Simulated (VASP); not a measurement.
Write the native input for VASP 6.6.1 that does the following.

* Task: single point
* Functional: PBEsol
* Potentials or basis: VASP PAW PBE potentials, release 64 (Pt)
* Cutoff: 520 eV
* k mesh: 18 × 18 × 1
* Occupations: gaussian, width 0.1 eV
* Spin: no spin polarisation
* Dipole correction: yes
* Further INCAR settings: ALGO = Normal; EDIFF = 1e-06; NBANDS = 39

The structure of Pt lies in POSCAR:

```
Pt
1.0
    2.7746870094      0.0000000000      0.0000000000
    1.3873435047      2.4029494377      0.0000000000
    0.0000000000      0.0000000000     28.3276122815
Pt
6
Direct
    0.0000000000      0.0000000000      0.3004808846
    0.3333333333      0.3333333333      0.3810346760
    0.6666666667      0.6666666667      0.4604394352
    0.0000000000      0.0000000000      0.5395605407
    0.3333333333      0.3333333333      0.6189652985
    0.6666666667      0.6666666667      0.6995191650
```

One way to write it, as run:

INCAR

```
ALGO = Normal
DIPOL = 0.5 0.5 0.500
EDIFF = 1E-6
ENCUT = 520
GGA = PS
IDIPOL = 3
ISIF = 2
ISMEAR = 0
LASPH = T
LCHARG = F
LDIPOL = T
LREAL = F
LWAVE = F
NBANDS = 39
NELM = 100
PREC = Accurate
SIGMA = 0.1
```

KPOINTS

```
k-points
0
Gamma
  18 18 1
```

Potentials or basis: VASP PAW PBE potentials, release 64 (Pt).

Run with:

```console
$ cat potpaw_PBE.64/Pt/POTCAR > POTCAR
$ mpirun -np 1 vasp_std > vasp.out
```

It gave:

| Item | Value |
| --- | --- |
| Largest force | 0.020 eV/Å |
| Band gap on the k mesh | zero (band 30 reaches 2.81 eV, above the bottom of band 31 at 1.28 eV) |

Caveat: the PAW data sets were made with another functional, which shifts forces and pressure a little; spin-orbit coupling is left out, which moves the levels of the heavy elements.

Run time: 9.1 min on 1 thread of Intel(R) Xeon(R) Platinum 8259CL CPU @ 2.50GHz (Skylake/Cascade Lake), with other jobs on the host, peak memory 0.44 GiB.
